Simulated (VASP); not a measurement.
Write the native input for VASP 6.6.1 that does the following.

- Task: single point
- Functional: r2SCAN
- Potentials or basis: VASP PAW PBE potentials, release 64 (Hf_pv)
- Cutoff: 520 eV
- k mesh: 12 × 12 × 14
- Occupations: gaussian, width 0.1 eV
- Spin: no spin polarisation
- Dipole correction: no
- Further INCAR settings: ALGO = Normal; EDIFF = 1e-06; NBANDS = 22

Hf:

```xyz
3
Lattice="4.9739 0.0000 0.0000 -2.4870 4.3076 0.0000 0.0000 0.0000 3.0889" Properties=species:S:1:pos:R:3 pbc="T T T"
Hf    2.4870    1.4359    1.5444
Hf    0.0000    2.8717    1.5444
Hf    0.0000    0.0000    0.0000
```

One way to write it, as run:

POSCAR

```
Hf
1.0
    4.9739363301      0.0000000000      0.0000000000
   -2.4869681651      4.3075552187      0.0000000000
    0.0000000000      0.0000000000      3.0888836447
Hf
3
Direct
    0.6666666667      0.3333333333      0.5000000000
    0.3333333333      0.6666666667      0.5000000000
    0.0000000000      0.0000000000      0.0000000000
```

INCAR.step1

```
  PREC = Accurate
  ENCUT = 520
  ISMEAR = 0
  SIGMA = 0.1
  LREAL = False
  LASPH = True
  NELM = 100
  NBANDS = 22
  GGA = PE
  ALGO = Normal
  EDIFF = 1E-4
  LWAVE = True
  LCHARG = False
```

INCAR.step2

```
  PREC = Accurate
  ENCUT = 520
  EDIFF = 1E-6
  ISMEAR = 0
  SIGMA = 0.1
  LREAL = False
  LASPH = True
  NELM = 100
  ALGO = Normal
  ISIF = 2
  LWAVE = False
  LCHARG = False
  METAGGA = R2SCAN
  LMIXTAU = True
  NBANDS = 22
  ISTART = 1
```

KPOINTS

```
regular mesh
0
Gamma
  12 12 14
```

Potentials or basis: VASP PAW PBE potentials, release 64 (Hf_pv).

Command:

```console
$ cat potpaw_PBE.64/Hf_pv/POTCAR > POTCAR
$ cp INCAR.step1 INCAR
$ mpirun -np 1 vasp_std > vasp.out
$ cp INCAR.step2 INCAR
$ mpirun -np 1 vasp_std > vasp.out
```

Results of the run:

```yaml
Pressure: -0.6 GPa
Band_gap_on_the_k_mesh: zero (band 15 reaches 5.12 eV, above the bottom of band 16 at 4.21 eV)
```

Caveat: the PAW data sets were made with another functional, which shifts forces and pressure a little; spin-orbit coupling is left out, which moves the levels of the heavy elements.

It took 4.9 min on 1 thread of Intel(R) Xeon(R) 6975P-C (Granite Rapids) (shared host), peak memory 0.31 GiB.
